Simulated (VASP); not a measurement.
# Ca (I4/mmm) in VASP: notebook, part 2 of 2

VASP 6.6.1. Earlier steps stand in the parts before.

## 3. Relaxation of cell and atoms, PBE, target pressure -1 GPa, at which the enthalpy is minimised

This run uses another cell than the first one, of 42.55 Å³/atom, 0.946 times its volume.

File INCAR:

```
SYSTEM = Ca
PREC = Accurate
ENCUT = 600
EDIFF = 1E-6
ISMEAR = 0
SIGMA = 0.1
LREAL = .FALSE.
LASPH = .TRUE.
NELM = 60
ALGO = Fast
ISIF = 3
LWAVE = .FALSE.
LCHARG = .FALSE.
GGA = PE
IBRION = 2
NSW = 70
EDIFFG = -0.008
PSTRESS = -10.0
```

File KPOINTS:

```
regular mesh
0
G
  14 14 14
  0 0 0
```

File POSCAR:

```
Ca
1.0
   -2.2028817050      2.2028817050      2.1920930659
    2.2028817050     -2.2028817050      2.1920930659
    2.2028817050      2.2028817050     -2.1920930659
Ca
1
Direct
    0.5000000000      0.5000000000      0.0000000000
```

Potentials or basis: VASP PAW PBE potentials, release 64 (Ca_sv).

Launch:

```bash
$ cat potpaw_PBE.64/Ca_sv/POTCAR > POTCAR
$ mpirun -np 1 vasp_std > vasp.out
```

OUTCAR:

```text
SYSTEM = Ca
   PREC = Accurate
   ENCUT = 600
   EDIFF = 1E-6
   ISMEAR = 0
   LREAL = .FALSE.
   LASPH = .TRUE.
   NELM = 60
   ISIF = 3
   GGA = PE
   IBRION = 2
   NSW = 70
   EDIFFG = -0.008
   PSTRESS = -10.0

 ion  position               nearest neighbor table
   1  0.500  0.500  0.000-

  LATTYP: Found a body centered tetragonal cell.
 ALAT       =     4.4057634100
 C/A-ratio  =     0.9951024882

  Lattice vectors:

 A1 = (  -2.2028817050,   2.2028817050,   2.1920930659)
 A2 = (   2.2028817050,  -2.2028817050,   2.1920930659)
 A3 = (   2.2028817050,   2.2028817050,  -2.1920930659)

Analysis of symmetry for initial positions (statically):
=====================================================================
 Subroutine PRICEL returns:
[... 258 lines left out ...]
 cond. band min:       1.7551909879   @ k =  -0.4286  -0.4286   0.1429
 fundamental gap:      0.0057735656
 Fermi energy:         1.7540682455

 k-point     1 :       0.0000    0.0000    0.0000
  band No.  band energies     occupation
      1     -40.4789      2.00000
      2     -21.4018      2.00000
      3     -21.4010      2.00000
      4     -21.4010      2.00000
      5      -2.1997      2.00000
      6       3.9267      0.00000
      7       3.9489      0.00000
      8       3.9489      0.00000
      9       4.9169      0.00000
[... 265 lines left out ...]
 k-point    24 :       0.2857    0.1429    0.0000
  band No.  band energies     occupation
      1     -40.4695      2.00000
      2     -21.4889      2.00000
      3     -21.4351      2.00000
      4     -21.4082      2.00000
      5      -0.0040      2.00000
      6       2.5472      0.00000
      7       3.0721      0.00000
      8       4.7452      0.00000
      9       5.1536      0.00000

 [... further k-points ...]

------------------------ aborting loop because EDIFF is reached ----------------------------------------

  FORCE on cell =-STRESS in cart. coord.  units (eV):
  Direction    XX          YY          ZZ          XY          YZ          ZX
  --------------------------------------------------------------------------------------
  -------------------------------------------------------------------------------------
  Total       -0.2813337     -0.2813337     -0.2851145      0.0000000      0.0000000      0.0000000
  in kB       -9.9855804     -9.9855804    -10.1197739      0.0000000      0.0000000      0.0000000
  external PRESSURE =      -0.0303115 kB  Pullay stress =     -10.0000000 kB
[... 20 lines left out ...]
  energy  without entropy=       -1.8986231826  energy(sigma->0) =       -1.90286918

  enthalpy is  TOTEN    =        -2.1888551540 eV   P V=       -0.2817399682

 reached required accuracy - stopping structural energy minimisation
```

OSZICAR:

```text
N       E                     dE             d eps       ncg     rms          rms(c)
DAV:   1     0.687725667716E+02    0.68773E+02   -0.57994E+03  4392   0.109E+03
DAV:   2     0.106646881964E+01   -0.67706E+02   -0.67439E+02  4498   0.241E+02
DAV:   3    -0.173926635776E+01   -0.28057E+01   -0.27937E+01  7556   0.463E+01
[... 36 lines left out ...]
RMM:   9    -0.190711153612E+01    0.13591E-05   -0.75419E-05  5823   0.723E-02    0.175E-02
RMM:  10    -0.190711229353E+01   -0.75740E-06   -0.31345E-05  5502   0.464E-02    0.108E-03
RMM:  11    -0.190711307118E+01   -0.77765E-06   -0.18174E-05  5180   0.318E-02    0.666E-03
RMM:  12    -0.190711454167E+01   -0.14705E-05   -0.10442E-05  4758   0.229E-02    0.154E-03
RMM:  13    -0.190711518576E+01   -0.64409E-06   -0.42241E-06  4341   0.156E-02
   3 F= -.21888552E+01 E0= -.21846092E+01  d E =-.671154E-02
```

Wall time 3.1 min (1 thread of Intel Xeon 6975P-C (Granite Rapids), shared host); peak memory 0.26 GiB.

Results:

```yaml
Free_energy: -1.9071 eV
Relaxed_volume: 45.14 Å³/atom
Relaxed_cell: a = 3.885 Å, b = 3.885 Å, c = 3.885 Å, α = 109.33°, β = 109.33°, γ = 109.76°
Space_group_after_relaxing_to_0.05_Å: Im-3m (No. 229)
Energy_change_on_relaxing_the_enthalpy_is_what_falls: +9.5 meV/atom
Ionic_steps: 3
Pressure_after_relaxing: -1.0 GPa
Band_gap_on_the_k_mesh: zero (band 5 reaches 1.97 eV, above the bottom of band 6 at 1.66 eV)
```

Step by step:
```
step  energy change (eV)  largest force (eV/Å)  pressure (GPa)  volume (Å³)
   1              0.0000                0.0000           -0.14        42.55
   2              0.0034                0.0000           -0.63        43.97
   3              0.0095                0.0000           -1.00        45.14
```

Final structure:
```
Ca
1.0
    -2.24699    2.24699    2.23511
     2.24699   -2.24699    2.23511
     2.24699    2.24699   -2.23511
Ca
1
Cartesian
  0.0000 0.0000 2.2351
```

Caveat: the cell is relaxed towards a set pressure, so the enthalpy falls and the energy may rise.

## 4. Relaxation of cell and atoms, PBE, target pressure 50 GPa, at which the enthalpy is minimised

This run uses another cell than the first one, of 21.37 Å³/atom, 0.475 times its volume.

File INCAR:

```
PREC = Accurate
ENCUT = 600
EDIFF = 1E-7
ISMEAR = 0
SIGMA = 0.1
LREAL = F
LASPH = T
NELM = 80
ALGO = Normal
ISIF = 3
LWAVE = F
LCHARG = F
GGA = PE
IBRION = 2
NSW = 70
EDIFFG = -0.008
PSTRESS = 500.0
```

File KPOINTS:

```
regular mesh
0
Gamma
  16 16 16
```

File POSCAR:

```
Ca
1.0
   -1.7495665177      1.7495665177      1.7454481095
    1.7495665177     -1.7495665177      1.7454481095
    1.7495665177      1.7495665177     -1.7454481095
Ca
1
Direct
    0.5000000000      0.5000000000      0.0000000000
```

Launch:

```bash
$ cat potpaw_PBE.64/Ca_sv/POTCAR > POTCAR
$ mpirun -np 1 vasp_std > vasp.out
```

Run time: 78 s. Hardware: 1 thread of Intel Xeon 6975P-C (Granite Rapids), shared host; peak memory 0.22 GiB.

The run converged. Its results:

- Free energy: 0.2161 eV
- Relaxed volume: 18.02 Å³/atom
- Relaxed cell: a = 2.861 Å, b = 2.861 Å, c = 2.861 Å, α = 109.41°, β = 109.41°, γ = 109.59°
- Space group after relaxing (to 0.05 Å): Im-3m (No. 229)
- Energy change on relaxing (the enthalpy is what falls): +839.9 meV/atom
- Ionic steps: 4
- Pressure after relaxing: 50.0 GPa
- Band gap on the k mesh: zero (band 5 reaches 7.62 eV, above the bottom of band 6 at 4.82 eV)

Stress tensor (GPa, compression positive):
```
49.95  0.00  0.00
 0.00 49.95  0.00
 0.00  0.00 50.04
```

Step by step:
| step | energy change (eV) | largest force (eV/Å) | pressure (GPa) | volume (Å³) |
| --- | --- | --- | --- | --- |
| 1 | 0.0000 | 0.0000 | 31.75 | 21.37 |
| 2 | 2.1624 | 0.0000 | 79.68 | 14.69 |
| 3 | 0.7962 | 0.0000 | 49.05 | 18.16 |
| 4 | 0.8399 | 0.0000 | 49.98 | 18.02 |

Final structure:
```
Ca
1.0
    -1.65273    1.65273    1.64914
     1.65273   -1.65273    1.64914
     1.65273    1.65273   -1.64914
Ca
1
Direct
  0.50000 0.50000 0.00000
```

Levels at points of the mesh, in eV from the Fermi level:
```
           k point  band 3  band 4  band 5  band 6  band 7  band 8
(0.00, 0.00, 0.00)  -20.68  -20.68   -4.48    3.41    3.43    3.43
(0.50, 0.00, 0.00)  -21.23  -20.72   -1.62    1.16    3.15    6.04
(0.50, 0.50, 0.00)  -21.23  -20.72   -1.61    1.19    3.13    6.01
(0.50, 0.50, 0.50)  -21.92  -21.92   -1.72   -1.71    8.08    8.08
```

Caveat: the cell is relaxed towards a set pressure, so the enthalpy falls and the energy may rise; the volume moved by over 15 % at a fixed basis, so the end points are rough.

## 5. The runs side by side

| task | cell | k mesh | cutoff (eV) | gap on the mesh (eV) | pressure (GPa) |
| --- | --- | --- | --- | --- | --- |
| single point | a = 3.880 Å, angles 109.3, 109.3, 109.8°, 1 atom | 14 × 14 × 14 | 520 | none | -1.0 |
| relaxation of cell and atoms | relaxed to -1 GPa from a = 3.809 Å, angles 109.3, 109.3, 109.7°, 1 atom | 14 × 14 × 14 | 600 | none | -1.0 |
| relaxation of cell and atoms | relaxed to 50 GPa from a = 3.028 Å, angles 109.4, 109.4, 109.6°, 1 atom | 16 × 16 × 16 | 600 | none | 50.0 |

Alike in all rows: level PBE; potentials or basis VASP PAW PBE potentials, release 64 (Ca_sv); no spin polarisation; smearing gaussian 0.1 eV.

Caveats: the cell is relaxed towards a set pressure, so the enthalpy falls and the energy may rise (some runs); the volume moved by over 15 % at a fixed basis, so the end points are rough (some runs).

Absolute energies hang on the potentials; compare differences alone.
